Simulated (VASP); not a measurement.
# PbF2 (I4/mmm) in VASP: further runs

PbF2 is run at these levels: PBEsol; tasks: single point.

Everything below comes from runs of VASP 6.6.1. Logs are shortened: lines on timing, memory, paths and dates and some standing lists are left out, and cuts for length are marked.

**1. The cell of the first run**

Symmetry: I4/mmm, No. 139, tetragonal system. The conventional cell has a = 4.715 Å, b = 4.715 Å, c = 4.714 Å, α = 90.00°, β = 90.00°, γ = 90.00°. Within 3.5 Å of Pb (site symmetry 4/mmm) lie 8 F at 2.64 Å. F (site symmetry -4m2) has 2 F at 2.36 Å and 4 Pb at 2.64 Å within 3.1 Å.

**2. Single point, PBEsol**

INCAR

```
  PREC = Accurate
  ENCUT = 520
  EDIFF = 1E-6
  ISMEAR = 0
  SIGMA = 0.05
  LREAL = False
  LASPH = True
  NELM = 100
  ALGO = Normal
  ISIF = 2
  LWAVE = False
  LCHARG = False
  GGA = PS
  NBANDS = 21
```

KPOINTS

```
Automatic mesh
0
Gamma
  8 8 8
```

POSCAR

```
PbF2
1.0
    0.0000000000      3.3337117321      2.3569341946
    3.3337117321      0.0000000000      2.3569341946
    3.3337117321      3.3337117321      0.0000000000
Pb F
1 2
Direct
    0.0000000000      0.0000000000      0.0000000000
    0.2500000000      0.2500000000      0.2500000000
    0.7500000000      0.7500000000      0.7500000000
```

Potentials or basis: VASP PAW PBE potentials, release 64 (Pb_d, F).

Run with:

```sh
$ cat potpaw_PBE.64/Pb_d/POTCAR potpaw_PBE.64/F/POTCAR > POTCAR
$ mpirun -np 1 vasp_std > vasp.out
```

OUTCAR:

```text
PREC = Accurate
   ENCUT = 520
   EDIFF = 1E-6
   ISMEAR = 0
   LREAL = False
   LASPH = True
   NELM = 100
   ISIF = 2
   GGA = PS

 ion  position               nearest neighbor table
   1  0.000  0.000  0.000-   2 2.64   3 2.64   3 2.64   3 2.64   3 2.64   2 2.64   2 2.64   2 2.64

   2  0.250  0.250  0.250-   1 2.64   1 2.64   1 2.64   1 2.64
   3  0.750  0.750  0.750-   1 2.64   1 2.64   1 2.64   1 2.64

  LATTYP: Found a body centered tetragonal cell.
 ALAT       =     4.7145803446
 C/A-ratio  =     0.9998489886

  Lattice vectors:

 A1 = (   0.0000000000,  -3.3337117321,  -2.3569341946)
 A2 = (   0.0000000000,   3.3337117321,  -2.3569341946)
 A3 = (   3.3337117321,   0.0000000000,   2.3569341946)

Analysis of symmetry for initial positions (statically):
=====================================================================
 Subroutine PRICEL returns:
 Original cell was already a primitive cell.

 Routine SETGRP: Setting up the symmetry group for a
 body centered tetragonal supercell.

 Subroutine GETGRP returns: Found 16 space group operations
 (whereof 16 operations were pure point group operations)
 out of a pool of 16 trial point group operations.

The static configuration has the point symmetry D_4h.

Analysis of symmetry for dynamics (positions and initial velocities):
=====================================================================
 Subroutine PRICEL returns:
 Original cell was already a primitive cell.

 Routine SETGRP: Setting up the symmetry group for a
 body centered tetragonal supercell.

 Subroutine GETGRP returns: Found 16 space group operations
 (whereof 16 operations were pure point group operations)
 out of a pool of 16 trial point group operations.

The dynamic configuration has the point symmetry D_4h.

 Subroutine INISYM returns: Found 16 space group operations
 (whereof 16 operations are pure point group operations),
 and found     1 'primitive' translations

----------------------------------------------------------------------------------------

                                     Primitive cell

  volume of cell :      52.3882

  direct lattice vectors                    reciprocal lattice vectors
     0.000000000  3.333711732  2.356934195    -0.149982974  0.149982974  0.212139991
     3.333711732  0.000000000  2.356934195     0.149982974 -0.149982974  0.212139991
     3.333711732  3.333711732  0.000000000     0.149982974  0.149982974 -0.212139991

  length of vectors
     4.082740833  4.082740833  4.714580345     0.299988601  0.299988601  0.299988601

  position of ions in fractional coordinates (direct lattice)
     0.000000000  0.000000000  0.000000000
     0.250000000  0.250000000  0.250000000
     0.750000000  0.750000000  0.750000000

  ion indices of the primitive-cell ions
   primitive index   ion index
                 1           1
                 2           2
                 3           3

----------------------------------------------------------------------------------------

 KPOINTS: Automatic mesh

Automatic generation of k-mesh.
 Grid dimensions read from file:
 generate k-points for:    8    8    8

 Generating k-lattice:

  Cartesian coordinates                     Fractional coordinates (reciprocal lattice)
    -0.018747872  0.018747872  0.026517499     0.125000000  0.000000000  0.000000000
     0.018747872 -0.018747872  0.026517499     0.000000000  0.125000000  0.000000000
     0.018747872  0.018747872 -0.026517499     0.000000000  0.000000000  0.125000000

  Length of vectors
     0.037498575  0.037498575  0.037498575

  Shift w.r.t. Gamma in fractional coordinates (k-lattice)
     0.000000000  0.000000000  0.000000000

 Subroutine IBZKPT returns following result:
 ===========================================

 Found     59 irreducible k-points:

 Following reciprocal coordinates:
            Coordinates               Weight
  0.000000  0.000000  0.000000      1.000000
  0.125000  0.000000  0.000000      8.000000
  0.250000  0.000000  0.000000      8.000000
  0.375000  0.000000  0.000000      8.000000
  0.500000  0.000000  0.000000      4.000000
  0.125000  0.125000  0.000000      2.000000
[... 16 lines left out ...]
  0.250000  0.000000  0.125000     16.000000
  0.375000  0.000000  0.125000     16.000000
 [... further k-points ...]
   k-points           NKPTS =     59   k-points in BZ     NKDIM =     59   number of bands    NBANDS=     21
   number of dos      NEDOS =    301   number of ions     NIONS =      3
   total plane-waves  NPLWV =  32400
   dimension x,y,z NGX =    30 NGY =   30 NGZ =   36
   dimension x,y,z NGXF=    60 NGYF=   60 NGZF=   72
   ions per type =               1   2
   NGX,Y,Z   is equivalent  to a cutoff of  12.22, 12.22, 12.69 a.u.
   NGXF,Y,Z  is equivalent  to a cutoff of  24.43, 24.43, 25.39 a.u.
 SYSTEM =  unknown system
   PREC   = accura    normal or accurate (medium, high low for compatibility)
   ISTART =      0    job   : 0-new  1-cont  2-samecut
   ICHARG =      2    charge: 1-file 2-atom 10-const
   ISPIN  =      1    spin polarized calculation?
   LNONCOLLINEAR =      F non collinear calculations
   LSORBIT =      F    spin-orbit coupling
   LASPH  =      T    aspherical Exc in radial PAW
   ENCUT  =  520.0 eV  38.22 Ry    6.18 a.u.   7.59  7.59  8.77*2*pi/ulx,y,z
   NELM   =    100;   NELMIN=  2; NELMDL= -5     # of ELM steps
   EDIFF  = 0.1E-05   stopping-criterion for ELM
   LREAL  =      F    real-space projection
   EDIFFG = 0.1E-04   stopping-criterion for IOM
   NSW    =      0    number of steps for IOM
   IBRION =     -1    ionic relax: 0-MD 1-quasi-New 2-CG
   NFREE  =      0    steps in history (QN), initial steepest desc. (CG)
   ISIF   =      2    stress and relaxation
   ISYM   =      2    0-nonsym 1-usesym 2-fastsym
   POTIM  = 0.5000    time-step for ionic-motion
   TEBEG  =    0.0;   TEEND  =   0.0 temperature during run
   PSTRESS=    0.0 pullay stress
   NELECT =      28.0000    total number of electrons
   NUPDOWN=      -1.0000    fix difference up-down
   EMIN   =  10.00;   EMAX   =-10.00  energy-range for DOS
   EFERMI =   0.00;   METHOD = LEGACY
   ISMEAR =     0;   SIGMA  =   0.05  broadening in eV -4-tet -1-fermi 0-gaus
   EFERMI_NEDOS =   21; number of points for ismear=-14 and -15
   IALGO  =     38    algorithm
   IMIX   =      4    mixing-type and parameters
     AMIX     =   0.40;   BMIX     =  1.00
     AMIX_MAG =   1.60;   BMIX_MAG =  1.00
  volume/ion in A,a.u.               =      17.46       117.84
  Fermi-wavevector in a.u.,A,eV,Ry     =   1.328566  2.510625 24.015460  1.765086
  Thomas-Fermi vector in A             =   2.457794
   LORBIT       =      0    0 simple, 1 ext, 2 COOP (PROOUT), +10 PAW based schemes
   GGA     = PS    functional components
   LHFCALC =     F    Hartree Fock is set to
   AEXX    =    0.0000 exact exchange contribution
   IVDW    =     0    specifies the selected vdW correction
   LEPSILON=     F    determine dielectric tensor
   LRPA    =     F    only Hartree local field effects (RPA)
 non-spin polarized calculation
 Gauss-broadening in eV      SIGMA  =   0.05
  energy-cutoff  :      520.00
  volume of cell :       52.39
 maximum number of plane-waves:      1437
   NGX = 15   NGY = 15   NGZ = 17

 number of electron      28.0000003 magnetization

 Free energy of the ion-electron system (eV)
  ---------------------------------------------------
  ext. energy  EPLUGINS =         0.00000000
  ---------------------------------------------------
  free energy    TOTEN  =       -14.09493941 eV

  energy without entropy =      -14.09493941  energy(sigma->0) =      -14.09493941

 E-fermi :   2.4474     XC(G=0):  -9.7226

 val. band max:        2.2148126887   @ k =   0.5000   0.5000   0.0000
 cond. band min:       5.0289158127   @ k =   0.2500   0.2500   0.0000
 fundamental gap:      2.8141031240
 Fermi energy:         2.4474162124

 k-point     1 :       0.0000    0.0000    0.0000
  band No.  band energies     occupation
      1     -18.9332      2.00000
      2     -17.8714      2.00000
      3     -13.0054      2.00000
      4     -13.0054      2.00000
      5     -12.9696      2.00000
      6     -12.8957      2.00000
[... 13 lines left out ...]
     20      16.0679      0.00000
     21      16.0679      0.00000

 k-point     2 :       0.1250    0.0000    0.0000
  band No.  band energies     occupation
      1     -18.8896      2.00000
      2     -17.9182      2.00000
      3     -13.0007      2.00000
      4     -12.9893      2.00000
      5     -12.9715      2.00000
      6     -12.8914      2.00000
[... 13 lines left out ...]
     20      15.6652      0.00000
     21      16.5593      0.00000

 k-point     3 :       0.2500    0.0000    0.0000
  band No.  band energies     occupation
      1     -18.7698      2.00000
      2     -18.0426      2.00000
      3     -12.9928      2.00000
      4     -12.9775      2.00000
      5     -12.9538      2.00000
      6     -12.8770      2.00000
[... 13 lines left out ...]
     20      15.0386      0.00000
     21      17.7285      0.00000

 k-point     4 :       0.3750    0.0000    0.0000
  band No.  band energies     occupation
      1     -18.6011      2.00000
      2     -18.2131      2.00000
      3     -12.9894      2.00000
      4     -12.9836      2.00000
      5     -12.9254      2.00000
      6     -12.8577      2.00000
[... 13 lines left out ...]
     20      15.6656      0.00000
     21      18.9781      0.00000

 k-point     5 :       0.5000    0.0000    0.0000
  band No.  band energies     occupation
      1     -18.4385      2.00000
      2     -18.3754      2.00000
      3     -12.9890      2.00000
      4     -12.9864      2.00000
      5     -12.9154      2.00000
      6     -12.8487      2.00000
[... 13 lines left out ...]
     20      16.2835      0.00000
     21      18.6382      0.00000
[... 382 lines left out ...]
     20      17.4336      0.00000
     21      17.8132      0.00000

 k-point    22 :       0.1250    0.0000    0.1250
  band No.  band energies     occupation
      1     -18.9099      2.00000
      2     -17.8888      2.00000
      3     -12.9915      2.00000
      4     -12.9842      2.00000
      5     -12.9735      2.00000
      6     -12.8927      2.00000
[... 13 lines left out ...]
     20      16.0159      0.00000
     21      16.1718      0.00000

 k-point    23 :       0.2500    0.0000    0.1250
  band No.  band energies     occupation
      1     -18.8491      2.00000
      2     -17.9464      2.00000
      3     -12.9817      2.00000
      4     -12.9784      2.00000
      5     -12.9515      2.00000
      6     -12.8848      2.00000
[... 13 lines left out ...]
     20      15.4818      0.00000
     21      17.1320      0.00000

 k-point    24 :       0.3750    0.0000    0.1250
  band No.  band energies     occupation
      1     -18.7257      2.00000
      2     -18.0723      2.00000
      3     -12.9845      2.00000
      4     -12.9756      2.00000
      5     -12.9214      2.00000
      6     -12.8680      2.00000
[... 13 lines left out ...]
     20      15.3397      0.00000
     21      18.1616      0.00000

 [... further k-points ...]
[... 5 lines left out ...]
  --------------------------------------------------------------------------------------
  -------------------------------------------------------------------------------------
  Total       -3.8244838     -3.8244838      4.6078318      0.0000000     -0.0000000      0.0000000
  in kB     -116.9633695   -116.9633695    140.9203339      0.0000000     -0.0000000      0.0000000
  external PRESSURE =     -31.0021350 kB  Pullay stress =       0.0000000 kB

 VOLUME and BASIS-vectors are now :
 -----------------------------------------------------------------------------
  energy-cutoff  :      520.00
  volume of cell :       52.39
      direct lattice vectors                 reciprocal lattice vectors
     0.000000000  3.333711732  2.356934195    -0.149982974  0.149982974  0.212139991
     3.333711732  0.000000000  2.356934195     0.149982974 -0.149982974  0.212139991
     3.333711732  3.333711732  0.000000000     0.149982974  0.149982974 -0.212139991

 POSITION                                       TOTAL-FORCE (eV/Angst)
 -----------------------------------------------------------------------------------
      0.00000      0.00000      0.00000         0.000000     -0.000000     -0.000000
      1.66686      1.66686      1.17847        -0.000000     -0.000000     -0.000000
      5.00057      5.00057      3.53540         0.000000      0.000000      0.000000
 -----------------------------------------------------------------------------------
    total drift:                                0.000000     -0.000000      0.000000

  FREE ENERGIE OF THE ION-ELECTRON SYSTEM (eV)
  ---------------------------------------------------
  free  energy   TOTEN  =       -14.0949394124 eV

  energy  without entropy=      -14.0949394124  energy(sigma->0) =      -14.09493941
```

It took 34 s on 1 thread of Intel Xeon Platinum 8559C (Emerald Rapids), shared host; peak memory 0.21 GiB.

Results:

* Free energy: -14.0949 eV
* Pressure: -3.1 GPa
* Band gap on the k mesh: 2.81 eV, indirect (least direct gap 3.17 eV)

Caveat: the PAW data sets were made with another functional, which shifts forces and pressure a little; spin-orbit coupling is left out, which moves the levels of the heavy elements. A k mesh can miss the band edges.

[end of part 1 of 2]
